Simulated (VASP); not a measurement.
# TlCl (Pm-3m) in VASP: single point with PBE

Aim: the single point of TlCl with PBE.

Program: VASP 6.6.1. These are calculated values, not measurements. Logs are shortened: lines on timing, memory, paths and dates and some standing lists are left out, and cuts for length are marked.

## 1. The cell of the first run

It takes space group Pm-3m (No. 221, cubic). Conventional cell: a = 3.834 Å, b = 3.834 Å, c = 3.834 Å, α = 90.00°, β = 90.00°, γ = 90.00°. Within 4.4 Å of Tl (site symmetry m-3m) lie 8 Cl at 3.32 Å and 6 Tl at 3.83 Å. Cl (site symmetry m-3m) has 8 Tl at 3.32 Å and 6 Cl at 3.83 Å within 4.4 Å.

## 2. Single point, PBE

Contents of INCAR:

```
PREC = Accurate
ENCUT = 500
EDIFF = 1E-6
ISMEAR = 0
SIGMA = 0.01
LREAL = False
LASPH = True
NELM = 120
ALGO = Normal
ISIF = 2
LWAVE = False
LCHARG = True
GGA = PE
LELF = True
LVHAR = True
NBANDS = 17
GGA_COMPAT = False
```

Contents of KPOINTS:

```
Automatic mesh
0
Gamma
  4 4 4
```

Contents of POSCAR:

```
TlCl
1.0
    3.8340000000      0.0000000000      0.0000000000
    0.0000000000      3.8340000000      0.0000000000
    0.0000000000      0.0000000000      3.8340000000
Tl Cl
1 1
Direct
    0.0000000000      0.0000000000      0.0000000000
    0.5000000000      0.5000000000      0.5000000000
```

Potentials or basis: VASP PAW PBE potentials, release 64 (Tl_d, Cl).

On the command line:

```bash
$ cat potpaw_PBE.64/Tl_d/POTCAR potpaw_PBE.64/Cl/POTCAR > POTCAR
$ mpirun -np 1 vasp_std > vasp.out
```

OUTCAR:

```text
PREC = Accurate
   ENCUT = 500
   EDIFF = 1E-6
   ISMEAR = 0
   LREAL = False
   LASPH = True
   NELM = 120
   ISIF = 2
   GGA = PE

 ion  position               nearest neighbor table
   1  0.000  0.000  0.000-   2 3.32   2 3.32   2 3.32   2 3.32   2 3.32   2 3.32   2 3.32   2 3.32

   2  0.500  0.500  0.500-   1 3.32   1 3.32   1 3.32   1 3.32   1 3.32   1 3.32   1 3.32   1 3.32

  LATTYP: Found a simple cubic cell.
 ALAT       =     3.8340000000

  Lattice vectors:

 A1 = (   3.8340000000,   0.0000000000,   0.0000000000)
 A2 = (   0.0000000000,   3.8340000000,   0.0000000000)
 A3 = (   0.0000000000,   0.0000000000,   3.8340000000)

Analysis of symmetry for initial positions (statically):
=====================================================================
 Subroutine PRICEL returns:
 Original cell was already a primitive cell.

 Routine SETGRP: Setting up the symmetry group for a
 simple cubic supercell.

 Subroutine GETGRP returns: Found 48 space group operations
 (whereof 48 operations were pure point group operations)
 out of a pool of 48 trial point group operations.

The static configuration has the point symmetry O_h .

Analysis of symmetry for dynamics (positions and initial velocities):
=====================================================================
 Subroutine PRICEL returns:
 Original cell was already a primitive cell.

 Routine SETGRP: Setting up the symmetry group for a
 simple cubic supercell.

 Subroutine GETGRP returns: Found 48 space group operations
 (whereof 48 operations were pure point group operations)
 out of a pool of 48 trial point group operations.

The dynamic configuration has the point symmetry O_h .

 Subroutine INISYM returns: Found 48 space group operations
 (whereof 48 operations are pure point group operations),
 and found     1 'primitive' translations

----------------------------------------------------------------------------------------

                                     Primitive cell

  volume of cell :      56.3581

  direct lattice vectors                    reciprocal lattice vectors
     3.834000000  0.000000000  0.000000000     0.260824204  0.000000000  0.000000000
     0.000000000  3.834000000  0.000000000     0.000000000  0.260824204  0.000000000
     0.000000000  0.000000000  3.834000000     0.000000000  0.000000000  0.260824204

  length of vectors
     3.834000000  3.834000000  3.834000000     0.260824204  0.260824204  0.260824204

  position of ions in fractional coordinates (direct lattice)
     0.000000000  0.000000000  0.000000000
     0.500000000  0.500000000  0.500000000

  ion indices of the primitive-cell ions
   primitive index   ion index
                 1           1
                 2           2

----------------------------------------------------------------------------------------

 KPOINTS: Automatic mesh

Automatic generation of k-mesh.
 Grid dimensions read from file:
 generate k-points for:    4    4    4

 Generating k-lattice:

  Cartesian coordinates                     Fractional coordinates (reciprocal lattice)
     0.065206051  0.000000000  0.000000000     0.250000000  0.000000000  0.000000000
     0.000000000  0.065206051  0.000000000     0.000000000  0.250000000  0.000000000
     0.000000000  0.000000000  0.065206051     0.000000000  0.000000000  0.250000000

  Length of vectors
     0.065206051  0.065206051  0.065206051

  Shift w.r.t. Gamma in fractional coordinates (k-lattice)
     0.000000000  0.000000000  0.000000000

 Subroutine IBZKPT returns following result:
 ===========================================

 Found     10 irreducible k-points:

 Following reciprocal coordinates:
            Coordinates               Weight
  0.000000  0.000000  0.000000      1.000000
  0.250000  0.000000  0.000000      6.000000
  0.500000  0.000000  0.000000      3.000000
  0.250000  0.250000  0.000000     12.000000
  0.500000  0.250000  0.000000     12.000000
  0.500000  0.500000  0.000000      3.000000
  0.250000  0.250000  0.250000      8.000000
  0.500000  0.250000  0.250000     12.000000
  0.500000  0.500000  0.250000      6.000000
  0.500000  0.500000  0.500000      1.000000
   k-points           NKPTS =     10   k-points in BZ     NKDIM =     10   number of bands    NBANDS=     17
   number of dos      NEDOS =    301   number of ions     NIONS =      2
   total plane-waves  NPLWV =  21952
   dimension x,y,z NGX =    28 NGY =   28 NGZ =   28
   dimension x,y,z NGXF=    56 NGYF=   56 NGZF=   56
   ions per type =               1   1
   NGX,Y,Z   is equivalent  to a cutoff of  12.14, 12.14, 12.14 a.u.
   NGXF,Y,Z  is equivalent  to a cutoff of  24.28, 24.28, 24.28 a.u.
 SYSTEM =  unknown system
   PREC   = accura    normal or accurate (medium, high low for compatibility)
   ISTART =      0    job   : 0-new  1-cont  2-samecut
   ICHARG =      2    charge: 1-file 2-atom 10-const
   ISPIN  =      1    spin polarized calculation?
   LNONCOLLINEAR =      F non collinear calculations
   LSORBIT =      F    spin-orbit coupling
   LASPH  =      T    aspherical Exc in radial PAW
   ENCUT  =  500.0 eV  36.75 Ry    6.06 a.u.   6.99  6.99  6.99*2*pi/ulx,y,z
   NELM   =    120;   NELMIN=  2; NELMDL= -5     # of ELM steps
   EDIFF  = 0.1E-05   stopping-criterion for ELM
   LREAL  =      F    real-space projection
   EDIFFG = 0.1E-04   stopping-criterion for IOM
   NSW    =      0    number of steps for IOM
   IBRION =     -1    ionic relax: 0-MD 1-quasi-New 2-CG
   NFREE  =      0    steps in history (QN), initial steepest desc. (CG)
   ISIF   =      2    stress and relaxation
   ISYM   =      2    0-nonsym 1-usesym 2-fastsym
   POTIM  = 0.5000    time-step for ionic-motion
   TEBEG  =    0.0;   TEEND  =   0.0 temperature during run
   PSTRESS=    0.0 pullay stress
   NELECT =      20.0000    total number of electrons
   NUPDOWN=      -1.0000    fix difference up-down
   EMIN   =  10.00;   EMAX   =-10.00  energy-range for DOS
   EFERMI =   0.00;   METHOD = LEGACY
   ISMEAR =     0;   SIGMA  =   0.01  broadening in eV -4-tet -1-fermi 0-gaus
   EFERMI_NEDOS =   21; number of points for ismear=-14 and -15
   IALGO  =     38    algorithm
   IMIX   =      4    mixing-type and parameters
     AMIX     =   0.40;   BMIX     =  1.00
     AMIX_MAG =   1.60;   BMIX_MAG =  1.00
  volume/ion in A,a.u.               =      28.18       190.16
  Fermi-wavevector in a.u.,A,eV,Ry     =   1.159043  2.190273 18.277790  1.343380
  Thomas-Fermi vector in A             =   2.295639
   LORBIT       =      0    0 simple, 1 ext, 2 COOP (PROOUT), +10 PAW based schemes
   GGA     = PE    functional components
   LHFCALC =     F    Hartree Fock is set to
   AEXX    =    0.0000 exact exchange contribution
   IVDW    =     0    specifies the selected vdW correction
   LEPSILON=     F    determine dielectric tensor
   LRPA    =     F    only Hartree local field effects (RPA)
 non-spin polarized calculation
 Gauss-broadening in eV      SIGMA  =   0.01
  energy-cutoff  :      500.00
  volume of cell :       56.36
 maximum number of plane-waves:      1472
 NGX is ok and might be reduce to    28
   NGX = 13   NGY = 13   NGZ = 13

 number of electron      19.9999993 magnetization

 Free energy of the ion-electron system (eV)
  ---------------------------------------------------
  ext. energy  EPLUGINS =         0.00000000
  ---------------------------------------------------
  free energy    TOTEN  =        -5.99733439 eV

  energy without entropy =       -5.99733439  energy(sigma->0) =       -5.99733439

 E-fermi :   2.7956     XC(G=0):  -9.1365

 val. band max:        2.7230524439   @ k =   0.5000   0.0000   0.0000
 cond. band min:       4.8007032215   @ k =   0.5000   0.0000   0.0000
 fundamental gap:      2.0776507776
 Fermi energy:         2.7955546478

 k-point     1 :       0.0000    0.0000    0.0000
  band No.  band energies     occupation
      1     -11.0551      2.00000
      2      -7.2214      2.00000
      3      -7.2214      2.00000
      4      -6.9762      2.00000
      5      -6.9762      2.00000
      6      -6.9762      2.00000
[... 9 lines left out ...]
     16      15.2434      0.00000
     17      16.9276      0.00000

 k-point     2 :       0.2500    0.0000    0.0000
  band No.  band energies     occupation
      1     -10.9334      2.00000
      2      -7.2142      2.00000
      3      -7.1346      2.00000
      4      -7.0171      2.00000
      5      -7.0171      2.00000
      6      -6.9725      2.00000
[... 9 lines left out ...]
     16      15.9327      0.00000
     17      16.8713      0.00000

 k-point     3 :       0.5000    0.0000    0.0000
  band No.  band energies     occupation
      1     -10.8032      2.00000
      2      -7.2070      2.00000
      3      -7.0570      2.00000
      4      -7.0570      2.00000
      5      -7.0540      2.00000
      6      -6.9688      2.00000
[... 9 lines left out ...]
     16      16.6290      0.00000
     17      16.8756      0.00000

 k-point     4 :       0.2500    0.2500    0.0000
  band No.  band energies     occupation
      1     -10.8437      2.00000
      2      -7.1707      2.00000
      3      -7.0759      2.00000
      4      -7.0270      2.00000
      5      -7.0136      2.00000
      6      -7.0056      2.00000
[... 9 lines left out ...]
     16      14.6422      0.00000
     17      15.0118      0.00000

 k-point     5 :       0.5000    0.2500    0.0000
  band No.  band energies     occupation
      1     -10.7504      2.00000
      2      -7.1539      2.00000
      3      -7.0460      2.00000
      4      -7.0319      2.00000
      5      -7.0021      2.00000
      6      -6.9932      2.00000
[... 9 lines left out ...]
     16      15.1268      0.00000
     17      15.8632      0.00000

 k-point     6 :       0.5000    0.5000    0.0000
  band No.  band energies     occupation
      1     -10.6969      2.00000
      2      -7.1250      2.00000
      3      -7.0350      2.00000
      4      -7.0350      2.00000
      5      -7.0000      2.00000
      6      -6.9104      2.00000
[... 9 lines left out ...]
     16      14.1598      0.00000
     17      14.3107      0.00000

 k-point     7 :       0.2500    0.2500    0.2500
  band No.  band energies     occupation
      1     -10.7624      2.00000
      2      -7.0745      2.00000
      3      -7.0745      2.00000
      4      -7.0520      2.00000
      5      -7.0520      2.00000
      6      -6.9983      2.00000
[... 9 lines left out ...]
     16      14.8637      0.00000
     17      17.4244      0.00000

 k-point     8 :       0.5000    0.2500    0.2500
  band No.  band energies     occupation
      1     -10.6780      2.00000
      2      -7.1066      2.00000
      3      -7.0636      2.00000
      4      -7.0517      2.00000
      5      -7.0180      2.00000
      6      -6.9704      2.00000
[... 9 lines left out ...]
     16      14.5082      0.00000
     17      18.2411      0.00000

 k-point     9 :       0.5000    0.5000    0.2500
  band No.  band energies     occupation
      1     -10.6028      2.00000
      2      -7.0978      2.00000
      3      -7.0978      2.00000
      4      -7.0751      2.00000
      5      -7.0157      2.00000
      6      -6.9084      2.00000
[... 9 lines left out ...]
     16      14.9021      0.00000
     17      18.7421      0.00000

 k-point    10 :       0.5000    0.5000    0.5000
  band No.  band energies     occupation
      1     -10.5023      2.00000
      2      -7.1581      2.00000
      3      -7.1581      2.00000
      4      -7.1581      2.00000
      5      -6.9064      2.00000
      6      -6.9064      2.00000
[... 9 lines left out ...]
     16      15.5730      0.00000
     17      19.7527      0.00000

------------------------ aborting loop because EDIFF is reached ----------------------------------------

  FORCE on cell =-STRESS in cart. coord.  units (eV):
  Direction    XX          YY          ZZ          XY          YZ          ZX
  --------------------------------------------------------------------------------------
  -------------------------------------------------------------------------------------
  Total        0.4610452      0.4610452      0.4610452      0.0000000      0.0000000     -0.0000000
  in kB       13.1068315     13.1068315     13.1068315      0.0000000      0.0000000     -0.0000000
  external PRESSURE =      13.1068315 kB  Pullay stress =       0.0000000 kB

 VOLUME and BASIS-vectors are now :
 -----------------------------------------------------------------------------
  energy-cutoff  :      500.00
  volume of cell :       56.36
      direct lattice vectors                 reciprocal lattice vectors
     3.834000000  0.000000000  0.000000000     0.260824204  0.000000000  0.000000000
     0.000000000  3.834000000  0.000000000     0.000000000  0.260824204  0.000000000
     0.000000000  0.000000000  3.834000000     0.000000000  0.000000000  0.260824204

 POSITION                                       TOTAL-FORCE (eV/Angst)
 -----------------------------------------------------------------------------------
      0.00000      0.00000      0.00000         0.000000      0.000000      0.000000
      1.91700      1.91700      1.91700         0.000000      0.000000      0.000000
 -----------------------------------------------------------------------------------
    total drift:                               -0.000000      0.000000      0.000000

  FREE ENERGIE OF THE ION-ELECTRON SYSTEM (eV)
  ---------------------------------------------------
  free  energy   TOTEN  =        -5.9973343859 eV

  energy  without entropy=       -5.9973343859  energy(sigma->0) =       -5.99733439
```

It took 5.4 s on 1 thread of Intel Xeon 6975P-C (Granite Rapids), shared host; peak memory 0.15 GiB.

What came out:

```
Free energy            : -5.9973 eV
Pressure               : 1.3 GPa
Band gap on the k mesh : 2.08 eV, direct
```

Levels at points of the mesh, in eV from the valence-band top:
```tsv
k point	band 7	band 8	band 9	band 10	band 11	band 12	band 13	band 14
(0.00, 0.00, 0.00)	-4.56	-1.53	-1.53	-1.53	7.82	7.82	7.82	7.84
(0.50, 0.00, 0.00)	-5.45	-1.09	-1.09	0.00	2.08	6.57	6.57	8.79
(0.50, 0.50, 0.00)	-3.37	-2.99	-2.99	-1.05	4.89	4.89	8.44	8.46
(0.50, 0.50, 0.50)	-2.17	-2.02	-2.02	-2.02	2.54	2.54	2.54	12.85
```

Caveat: spin-orbit coupling is left out, which moves the levels of the heavy elements. A k mesh can miss the band edges.
